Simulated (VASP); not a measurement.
# Ge (C2/m) in VASP: single point with PBEsol

Aim: the single point of Ge with PBEsol.

All numbers are computed with VASP 6.6.1; they aren't measurements. Logs are shortened: lines on timing, memory, paths and dates and some standing lists are left out, and cuts for length are marked.

## (1) The cell of the first run

Symmetry: C2/m, No. 12, monoclinic system. Conventional cell: a = 6.951 Å, b = 4.013 Å, c = 4.013 Å, α = 90.00°, β = 125.26°, γ = 90.00°. Within 3.1 Å of Ge (site symmetry m) lie 4 Ge at 2.34 to 2.57 Å.

## (2) Single point, PBEsol (atom 1 (Ge) moved by (-0.100, -0.100) A along y and z)

INCAR reads:

```
ALGO     = Normal         # electronic algorithm
EDIFF    = 1E-7           # SCF threshold, eV
ENCUT    = 520            # plane-wave cutoff, eV
GGA      = PS             # functional
ISIF     = 2              # what is computed and relaxed
ISMEAR   = 0              # smearing method
LASPH    = True           # aspherical terms in the spheres
LCHARG   = True           # write CHGCAR
LELF     = True           # ELF
LREAL    = False          # projectors in reciprocal space
LVHAR    = True         
LWAVE    = False          # write WAVECAR
NBANDS   = 21             # bands
NELM     = 80             # most SCF steps
PREC     = Accurate       # precision mode
SIGMA    = 0.15           # smearing width, eV
```

KPOINTS reads:

```
k-points
0
Gamma
  18 18 18
```

POSCAR reads:

```
Ge
1.0
    0.0000000000      2.8378807265      2.8378807265
    2.8378807265      0.0000000000      2.8378807265
    2.8378807265      2.8378807265      0.0000000000
Ge
2
Direct
    0.4647624373      0.5000000000      0.5000000000
    0.7500000000      0.7500000000      0.7500000000
```

Potentials or basis: VASP PAW PBE potentials, release 64 (Ge_d).

Launch:

```
cat potpaw_PBE.64/Ge_d/POTCAR > POTCAR
mpirun -np 1 vasp_std > vasp.out
```

OUTCAR:

```text
EDIFF = 1E-7
   ENCUT = 520
   GGA = PS
   ISIF = 2
   ISMEAR = 0
   LASPH = True
   LREAL = False
   NELM = 80
   PREC = Accurate

 ion  position               nearest neighbor table
   1  0.465  0.500  0.500-   2 2.34   2 2.46   2 2.46   2 2.57
   2  0.750  0.750  0.750-   1 2.34   1 2.46   1 2.46   1 2.57

  LATTYP: Found a face centered cubic cell.
 ALAT       =     5.6757614530

  Lattice vectors:

 A1 = (   0.0000000000,   2.8378807265,   2.8378807265)
 A2 = (   2.8378807265,   0.0000000000,   2.8378807265)
 A3 = (   2.8378807265,   2.8378807265,   0.0000000000)

Analysis of symmetry for initial positions (statically):
=====================================================================
 Subroutine PRICEL returns:
 Original cell was already a primitive cell.

 Routine SETGRP: Setting up the symmetry group for a
 face centered cubic supercell.

 Subroutine GETGRP returns: Found  4 space group operations
 (whereof  2 operations were pure point group operations)
 out of a pool of 48 trial point group operations.

The static configuration has the point symmetry C_1h.
 The point group associated with its full space group is C_2h.

Analysis of symmetry for dynamics (positions and initial velocities):
=====================================================================
 Subroutine PRICEL returns:
 Original cell was already a primitive cell.

 Routine SETGRP: Setting up the symmetry group for a
 face centered cubic supercell.

 Subroutine GETGRP returns: Found  4 space group operations
 (whereof  2 operations were pure point group operations)
 out of a pool of 48 trial point group operations.

The dynamic configuration has the point symmetry C_1h.
 The point group associated with its full space group is C_2h.

 Subroutine INISYM returns: Found  4 space group operations
 (whereof  2 operations are pure point group operations),
 and found     1 'primitive' translations

----------------------------------------------------------------------------------------

                                     Primitive cell

  volume of cell :      45.7101

  direct lattice vectors                    reciprocal lattice vectors
     0.000000000  2.837880726  2.837880726    -0.176187813  0.176187813  0.176187813
     2.837880726  0.000000000  2.837880726     0.176187813 -0.176187813  0.176187813
     2.837880726  2.837880726  0.000000000     0.176187813  0.176187813 -0.176187813

  length of vectors
     4.013369412  4.013369412  4.013369412     0.305166245  0.305166245  0.305166245

  position of ions in fractional coordinates (direct lattice)
     0.464762437  0.500000000  0.500000000
     0.750000000  0.750000000  0.750000000

  ion indices of the primitive-cell ions
   primitive index   ion index
                 1           1
                 2           2

----------------------------------------------------------------------------------------

 KPOINTS: k-points

Automatic generation of k-mesh.
 Grid dimensions read from file:
 generate k-points for:   18   18   18

 Generating k-lattice:

  Cartesian coordinates                     Fractional coordinates (reciprocal lattice)
    -0.009788212  0.009788212  0.009788212     0.055555556  0.000000000  0.000000000
     0.009788212 -0.009788212  0.009788212     0.000000000  0.055555556  0.000000000
     0.009788212  0.009788212 -0.009788212     0.000000000  0.000000000  0.055555556

  Length of vectors
     0.016953680  0.016953680  0.016953680

  Shift w.r.t. Gamma in fractional coordinates (k-lattice)
     0.000000000  0.000000000  0.000000000

 Subroutine IBZKPT returns following result:
 ===========================================

 Found   1550 irreducible k-points:

 Following reciprocal coordinates:
            Coordinates               Weight
  0.000000  0.000000  0.000000      1.000000
  0.055556  0.000000  0.000000      2.000000
  0.000000  0.055556  0.000000      4.000000
  0.055556  0.055556  0.055556      2.000000
  0.111111  0.000000  0.000000      2.000000
  0.000000  0.111111  0.000000      4.000000
[... 16 lines left out ...]
  0.444444  0.000000  0.000000      2.000000
  0.000000  0.444444  0.000000      4.000000
 [... further k-points ...]
   k-points           NKPTS =   1550   k-points in BZ     NKDIM =   1550   number of bands    NBANDS=     21
   number of dos      NEDOS =    301   number of ions     NIONS =      2
   total plane-waves  NPLWV =  27000
   dimension x,y,z NGX =    30 NGY =   30 NGZ =   30
   dimension x,y,z NGXF=    60 NGYF=   60 NGZF=   60
   ions per type =               2
   NGX,Y,Z   is equivalent  to a cutoff of  12.43, 12.43, 12.43 a.u.
   NGXF,Y,Z  is equivalent  to a cutoff of  24.85, 24.85, 24.85 a.u.
 SYSTEM =  unknown system
   PREC   = accura    normal or accurate (medium, high low for compatibility)
   ISTART =      0    job   : 0-new  1-cont  2-samecut
   ICHARG =      2    charge: 1-file 2-atom 10-const
   ISPIN  =      1    spin polarized calculation?
   LNONCOLLINEAR =      F non collinear calculations
   LSORBIT =      F    spin-orbit coupling
   LASPH  =      T    aspherical Exc in radial PAW
   ENCUT  =  520.0 eV  38.22 Ry    6.18 a.u.   7.46  7.46  7.46*2*pi/ulx,y,z
   NELM   =     80;   NELMIN=  2; NELMDL= -5     # of ELM steps
   EDIFF  = 0.1E-06   stopping-criterion for ELM
   LREAL  =      F    real-space projection
   EDIFFG = 0.1E-05   stopping-criterion for IOM
   NSW    =      0    number of steps for IOM
   IBRION =     -1    ionic relax: 0-MD 1-quasi-New 2-CG
   NFREE  =      0    steps in history (QN), initial steepest desc. (CG)
   ISIF   =      2    stress and relaxation
   ISYM   =      2    0-nonsym 1-usesym 2-fastsym
   POTIM  = 0.5000    time-step for ionic-motion
   TEBEG  =    0.0;   TEEND  =   0.0 temperature during run
   PSTRESS=    0.0 pullay stress
   NELECT =      28.0000    total number of electrons
   NUPDOWN=      -1.0000    fix difference up-down
   EMIN   =  10.00;   EMAX   =-10.00  energy-range for DOS
   EFERMI =   0.00;   METHOD = LEGACY
   ISMEAR =     0;   SIGMA  =   0.15  broadening in eV -4-tet -1-fermi 0-gaus
   EFERMI_NEDOS =   21; number of points for ismear=-14 and -15
   IALGO  =     38    algorithm
   IMIX   =      4    mixing-type and parameters
     AMIX     =   0.40;   BMIX     =  1.00
     AMIX_MAG =   1.60;   BMIX_MAG =  1.00
  volume/ion in A,a.u.               =      22.86       154.23
  Fermi-wavevector in a.u.,A,eV,Ry     =   1.390348  2.627376 26.300963  1.933066
  Thomas-Fermi vector in A             =   2.514291
   LORBIT       =      0    0 simple, 1 ext, 2 COOP (PROOUT), +10 PAW based schemes
   GGA     = PS    functional components
   LHFCALC =     F    Hartree Fock is set to
   AEXX    =    0.0000 exact exchange contribution
   IVDW    =     0    specifies the selected vdW correction
   LEPSILON=     F    determine dielectric tensor
   LRPA    =     F    only Hartree local field effects (RPA)
 non-spin polarized calculation
 Gauss-broadening in eV      SIGMA  =   0.15
  energy-cutoff  :      520.00
  volume of cell :       45.71
 maximum number of plane-waves:      1251
 NGX is ok and might be reduce to    30
   NGX = 15   NGY = 15   NGZ = 15

 number of electron      28.0000014 magnetization

 Free energy of the ion-electron system (eV)
  ---------------------------------------------------
  ext. energy  EPLUGINS =         0.00000000
  ---------------------------------------------------
  free energy    TOTEN  =        -9.76665876 eV

  energy without entropy =       -9.76561153  energy(sigma->0) =       -9.76613514

 E-fermi :   4.9845     XC(G=0): -10.0868

 val. band max:        4.9788889229   @ k =   0.0000   0.1111   0.0000
 cond. band min:       4.9976243217   @ k =   0.5000  -0.4444  -0.4444
 fundamental gap:      0.0187353988
 Fermi energy:         4.9844801880

 k-point     1 :       0.0000    0.0000    0.0000
  band No.  band energies     occupation
      1     -20.0469      2.00000
      2     -19.9975      2.00000
      3     -19.9804      2.00000
      4     -19.9734      2.00000
      5     -19.9696      2.00000
      6     -19.7761      2.00000
[... 13 lines left out ...]
     20      14.2227      0.00000
     21      14.2459      0.00000

 k-point     2 :       0.0556    0.0000    0.0000
  band No.  band energies     occupation
      1     -20.0476      2.00000
      2     -20.0029      2.00000
      3     -19.9884      2.00000
      4     -19.9643      2.00000
      5     -19.9638      2.00000
      6     -19.7792      2.00000
[... 13 lines left out ...]
     20      13.8105      0.00000
     21      13.8704      0.00000

 k-point     3 :       0.0000    0.0556    0.0000
  band No.  band energies     occupation
      1     -20.0484      2.00000
      2     -19.9986      2.00000
      3     -19.9831      2.00000
      4     -19.9695      2.00000
      5     -19.9669      2.00000
      6     -19.7769      2.00000
[... 13 lines left out ...]
     20      13.8553      0.00000
     21      13.9208      0.00000

 k-point     4 :       0.0556    0.0556    0.0556
  band No.  band energies     occupation
      1     -20.0475      2.00000
      2     -19.9985      2.00000
      3     -19.9794      2.00000
      4     -19.9720      2.00000
      5     -19.9679      2.00000
      6     -19.7773      2.00000
[... 13 lines left out ...]
     20      13.9269      0.00000
     21      13.9365      0.00000

 k-point     5 :       0.1111    0.0000    0.0000
  band No.  band energies     occupation
      1     -20.0494      2.00000
      2     -20.0128      2.00000
      3     -19.9975      2.00000
      4     -19.9527      2.00000
      5     -19.9521      2.00000
      6     -19.7864      2.00000
[... 13 lines left out ...]
     20      13.2937      0.00000
     21      13.3279      0.00000

 k-point     6 :       0.0000    0.1111    0.0000
  band No.  band energies     occupation
      1     -20.0523      2.00000
      2     -20.0012      2.00000
      3     -19.9858      2.00000
      4     -19.9631      2.00000
      5     -19.9599      2.00000
      6     -19.7796      2.00000
[... 13 lines left out ...]
     20      13.3822      0.00000
     21      13.4383      0.00000

 k-point     7 :       0.1111    0.1111    0.1111
  band No.  band energies     occupation
      1     -20.0489      2.00000
      2     -20.0009      2.00000
      3     -19.9765      2.00000
      4     -19.9682      2.00000
      5     -19.9638      2.00000
      6     -19.7808      2.00000
[... 13 lines left out ...]
     20      13.4871      0.00000
     21      13.4938      0.00000
[... 291 lines left out ...]
      1     -20.0636      2.00000
      2     -20.0466      2.00000
      3     -20.0200      2.00000
      4     -19.9187      2.00000
      5     -19.9128      2.00000
      6     -19.8134      2.00000
[... 13 lines left out ...]
     20      14.0397      0.00000
     21      14.3081      0.00000

 k-point    21 :       0.0000    0.3889    0.0000
  band No.  band energies     occupation
      1     -20.0709      2.00000
      2     -20.0073      2.00000
      3     -19.9942      2.00000
      4     -19.9370      2.00000
      5     -19.9257      2.00000
      6     -19.8027      2.00000
[... 13 lines left out ...]
     20      14.1779      0.00000
     21      14.5971      0.00000

 k-point    22 :       0.3889    0.3889    0.3889
  band No.  band energies     occupation
      1     -20.0558      2.00000
      2     -20.0077      2.00000
      3     -19.9531      2.00000
      4     -19.9418      2.00000
      5     -19.9304      2.00000
      6     -19.8244      2.00000
[... 13 lines left out ...]
     20      14.4990      0.00000
     21      14.7263      0.00000

 k-point    23 :       0.4444    0.0000    0.0000
  band No.  band energies     occupation
      1     -20.0650      2.00000
      2     -20.0485      2.00000
      3     -20.0209      2.00000
      4     -19.9182      2.00000
      5     -19.9117      2.00000
      6     -19.8136      2.00000
[... 13 lines left out ...]
     20      14.8941      0.00000
     21      15.1931      0.00000

 k-point    24 :       0.0000    0.4444    0.0000
  band No.  band energies     occupation
      1     -20.0720      2.00000
      2     -20.0061      2.00000
      3     -19.9960      2.00000
      4     -19.9358      2.00000
      5     -19.9231      2.00000
      6     -19.8047      2.00000
[... 13 lines left out ...]
     20      15.0068      0.00000
     21      15.4758      0.00000

 [... further k-points ...]
[... 5 lines left out ...]
  --------------------------------------------------------------------------------------
  -------------------------------------------------------------------------------------
  Total        0.2424547      0.1198052      0.1198052     -0.8557135      0.1860753     -0.8557136
  in kB        8.4982352      4.1992713      4.1992713    -29.9934604      6.5220922    -29.9934638
  external PRESSURE =       5.6322592 kB  Pullay stress =       0.0000000 kB

 VOLUME and BASIS-vectors are now :
 -----------------------------------------------------------------------------
  energy-cutoff  :      520.00
  volume of cell :       45.71
      direct lattice vectors                 reciprocal lattice vectors
     0.000000000  2.837880726  2.837880726    -0.176187813  0.176187813  0.176187813
     2.837880726  0.000000000  2.837880726     0.176187813 -0.176187813  0.176187813
     2.837880726  2.837880726  0.000000000     0.176187813  0.176187813 -0.176187813

 POSITION                                       TOTAL-FORCE (eV/Angst)
 -----------------------------------------------------------------------------------
      2.83788      2.73788      2.73788        -0.281908      1.082935      1.082935
      4.25682      4.25682      4.25682         0.281908     -1.082935     -1.082935
 -----------------------------------------------------------------------------------
    total drift:                                0.000000     -0.000070     -0.000070

  FREE ENERGIE OF THE ION-ELECTRON SYSTEM (eV)
  ---------------------------------------------------
  free  energy   TOTEN  =        -9.7666587582 eV

  energy  without entropy=       -9.7656115260  energy(sigma->0) =       -9.76613514
```

It took 21 min on 1 thread of Intel Xeon Platinum 8259CL at 2.50GHz (Skylake/Cascade Lake), shared host; peak memory 1.1 GiB.

Results:

| Quantity | Value |
| --- | --- |
| Free energy | -9.7667 eV |
| Pressure | 0.6 GPa |
| Largest force | 1.557 eV/Å |
| Band gap on the k mesh | zero (bands 14 and 15 overlap by 0.70 eV) |

Forces on the atoms (eV/Å):
```
Ge  -0.282  1.083  1.083
Ge   0.282 -1.083 -1.083
```

Stress tensor (GPa, compression positive):
```
 0.85 -3.00 -3.00
-3.00  0.42  0.65
-3.00  0.65  0.42
```

Levels at points of the mesh, in eV from the Fermi level:
| k point | band 10 | band 11 | band 12 | band 13 | band 14 | band 15 | band 16 | band 17 | band 18 | band 19 |
| --- | --- | --- | --- | --- | --- | --- | --- | --- | --- | --- |
| (0.00, 0.00, 0.00) | -24.72 | -12.96 | -0.86 | -0.31 | -0.19 | 0.45 | 1.81 | 2.25 | 2.82 | 5.95 |
| (0.50, 0.00, 0.00) | -24.68 | -10.62 | -8.40 | -1.79 | -1.32 | 0.17 | 3.31 | 3.98 | 6.89 | 9.57 |
| (0.00, 0.50, 0.00) | -24.68 | -10.91 | -7.79 | -2.01 | -1.16 | -0.14 | 2.88 | 4.08 | 6.72 | 10.15 |
| (0.50, 0.50, 0.50) | -24.70 | -11.12 | -7.25 | -1.94 | -1.42 | -0.42 | 2.98 | 3.69 | 6.57 | 10.21 |
| (0.50, 0.50, 0.00) | -24.68 | -9.45 | -8.75 | -3.41 | -3.13 | 0.16 | 0.72 | 9.00 | 9.44 | 10.75 |
| (0.00, 0.50, 0.50) | -24.67 | -9.18 | -9.07 | -3.28 | -3.19 | 0.39 | 0.47 | 9.19 | 9.28 | 10.94 |

Caveat: the cell differs from its parent crystal (atom 1 (Ge) moved by (-0.100, -0.100) A along y and z); semilocal functionals underestimate gaps, so a narrow gap can read as zero; the PAW data sets were made with another functional, which shifts forces and pressure a little.
